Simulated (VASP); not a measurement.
Runs of VASP 6.6.1 on HfN. The structure is that of space group P-6m2 (No. 187), or close to it. The cells are those of the table. 

```csv
task,level,cell,gap on the mesh (eV),pressure (GPa)
relaxation of shape and atoms at fixed volume,PBE,"relaxed from a = 3.173, b = 3.173, c = 2.973 Å, angles 90.0, 90.0, 120.0°, 2 atoms",none,-15.6
single point,PBE,"a = 3.099, b = 3.099, c = 2.913 Å, angles 90.0, 90.0, 120.0°, 2 atoms",none,(a)
single point,PBE,"a = 3.175, b = 3.175, c = 2.969 Å, angles 90.0, 90.0, 120.0°, 2 atoms",none,-15.6
single point,PBEsol,"a = 3.099, b = 3.099, c = 2.913 Å, angles 90.0, 90.0, 120.0°, 2 atoms",none,-9.7
relaxation of shape and atoms at fixed volume,PBE,"relaxed from a = 3.141, b = 3.141, c = 2.948 Å, angles 90.0, 90.0, 120.0°, 2 atoms",none,-10.4
```

Alike in all rows: potentials or basis VASP PAW PBE potentials, release 64 (Hf_pv, N); no spin polarisation; k mesh 14 × 14 × 12; cutoff (eV) 600; smearing gaussian 0.05 eV.

Question: Fill in the values left out.

Answer: (a) -2.1.

Caveats: spin-orbit coupling is left out, which moves the levels of the heavy elements; the PAW data sets were made with another functional, which shifts forces and pressure a little (some runs).

A k mesh can miss the band edges, and the runs leave out spin-orbit coupling on Hf.

A gap of «none» marks levels without a gap at the run's occupations.
